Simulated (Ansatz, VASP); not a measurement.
# ZnS in VASP and in Ansatz

File INCAR:

```
SYSTEM = ZnS
ALGO = Normal ; EDIFF = 1E-6
ENCUT = 520 ; GGA = CA
ISIF = 2 ; ISMEAR = 0
LASPH = .True. ; LCHARG = .False.
LREAL = .False. ; LWAVE = .False.
NBANDS = 26 ; NELM = 60
PREC = Accurate ; SIGMA = 0.01
```

KPOINTS

```
k-points
0
Gamma
  9 9 6
  0 0 0
```

The input POSCAR:

```
ZnS
1.0
    3.7822379936      0.0000000000      0.0000000000
   -1.8911189968      3.2755141856      0.0000000000
    0.0000000000      0.0000000000      6.2081825480
Zn S
2 2
Direct
    0.3333333333      0.6666666667     -0.0090029997
    0.6666666667      0.3333333333      0.4909970003
    0.3333333333      0.6666666667      0.3840029997
    0.6666666667      0.3333333333      0.8840029997
```

Input for Ansatz:

```yaml
crystal:
  lattice:
    - [3.7822379936, 0.0, 0.0]
    - [-1.8911189968, 3.2755141856, 0.0]
    - [0.0, 0.0, 6.208182548]
  atoms:
    - { symbol: Zn, position: [0.3333333333, 0.6666666667, -0.0090029997] }
    - { symbol: Zn, position: [0.6666666667, 0.3333333333, 0.4909970003] }
    - { symbol: S, position: [0.3333333333, 0.6666666667, 0.3840029997] }
    - { symbol: S, position: [0.6666666667, 0.3333333333, 0.8840029997] }
basis:
  ecutwfc: 420
  xc_grid: 2
kpoints:
  mp_grid: { grid: [9, 9, 6] }
hamiltonian:
  xc: lda
  pseudopotentials: { kind: paw, azcp: { folder: soft_1 } }
scf:
  occupations: { method: fixed }
output:
  forces: true
  stress: true
  eigenvalues: true
  polarization: {}
```

Change from the starting cell: polar distortion scaled by 0.85.

Alike in both runs: task single point; functional LDA; k mesh 9 × 9 × 6; no spin polarisation.

|  | VASP | Ansatz |
| --- | --- | --- |
| version | VASP 6.6.1 | Ansatz 0.2.0 |
| potentials or method | VASP PAW LDA potentials, release 64 (Zn, S), cutoff 520 eV | scalar-relativistic, plane waves, PAW |
| occupations | gaussian, width 0.01 eV | fixed |
| valence electrons in the cell | 36 | 36 |

```csv
,VASP,Ansatz,Ansatz less VASP
gap on the k mesh at the Fermi level (eV),2.11,2.07,-0.036
least direct gap on the mesh (eV),2.11,2.07,-0.036
pressure (GPa),-2.0,-2.2,-0.23
"traceless stress, the component that is largest in VASP (GPa)",-2.37,-2.32,+0.048
rms of the force components (eV/Å),0.301,0.297,-0.0040
```

Ansatz warns that its potentials were made for another functional, while VASP's fit it. LDA's correlation is that of Perdew and Zunger in VASP and of Perdew and Wang (1992) in Ansatz. Atom by atom the forces differ by 0.004 eV/Å (rms over components).
